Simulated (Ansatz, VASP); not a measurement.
**ZrTi5C6: VASP beside Ansatz**

```
Zr Ti C
1.0
     3.38891    0.00000    0.00000
     0.00000    4.79264    0.00000
     0.00000    0.00000   10.16672
Zr Ti C
1 5 6
Direct
  0.00000 0.00000 0.00000
  0.00000 0.00000 0.66667
  0.50000 0.50000 0.83333
  0.50000 0.50000 0.16667
  0.00000 0.00000 0.33333
  0.50000 0.50000 0.50000
  0.00000 0.50000 0.66667
  0.50000 0.00000 0.83333
  0.00000 0.50000 0.00000
  0.50000 0.00000 0.16667
  0.00000 0.50000 0.33333
  0.50000 0.00000 0.50000
```

Alike in both runs: task single point; functional PBE; k mesh 6 × 4 × 2; occupations gaussian, width 0.1 eV; no spin polarisation.

|  | VASP | Ansatz |
| --- | --- | --- |
| version | VASP 6.6.1 | Ansatz 0.2.0 |
| potentials or method | VASP PAW PBE potentials, release 64 (Zr_sv, Ti_sv, C), cutoff 520 eV | scalar-relativistic, plane waves, PAW |
| valence electrons in the cell | 96 | 96 |

|  | VASP | Ansatz | Ansatz less VASP |
| --- | --- | --- | --- |
| gap on the k mesh at the Fermi level (eV) | none | none | - |
| rms of the force components (eV/Å) | 0.188 | 0.188 | -0.0001 |

Atom by atom the forces differ by 0.000 eV/Å (rms over components). A gap of «none» marks a metal or a gap that the smearing closes.
